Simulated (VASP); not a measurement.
Input of a VASP 6.6.1 run:

File INCAR:

```
SYSTEM = C3N
PREC = Accurate ; ENCUT = 520
EDIFF = 1E-7 ; ISMEAR = 0
SIGMA = 0.02 ; LREAL = .False.
LASPH = .True. ; NELM = 80
ALGO = Normal ; ISIF = 2
LWAVE = .False. ; LCHARG = .False.
GGA = PE ; IVDW = 12
NBANDS = 27
```

File KPOINTS:

```
regular mesh
0
Gamma
  8 4 4
  0 0 0
```

The input POSCAR:

```
C3N
1.0
   -1.2128254089     -2.1006752288      0.0000000000
   -5.6602701631      3.2679585024      0.0108208560
    0.0095129216     -0.0054922878     -4.2043340987
C N
6 2
Direct
    0.0000000000      0.7499740202      0.5839352888
    0.5000000000      0.2499740202      0.5839352888
    0.0000000000      0.7500162962      0.9175507703
    0.5000000000      0.2500162962      0.9175507703
    0.0000000000      0.2500860071      0.0822344374
    0.5000000000      0.7500860071      0.0822344374
    0.0000000000      0.2499236765      0.4162795035
    0.5000000000      0.7499236765      0.4162795035
```

Potentials or basis: VASP PAW PBE potentials, release 64 (C, N).

Run with:

```console
$ cat potpaw_PBE.64/C/POTCAR potpaw_PBE.64/N/POTCAR > POTCAR
$ mpirun -np 1 vasp_std > vasp.out
```

Q: Predict the largest force.

A: 0.003 eV/Å.

Q: Estimate the pressure.

A: 0.5 GPa.

Stress tensor (GPa, compression positive):
```
0.17 0.30 0.00
0.30 0.51 0.00
0.00 0.00 0.68
```

Caveat: the k points lie up to 0.37 Å⁻¹ apart.
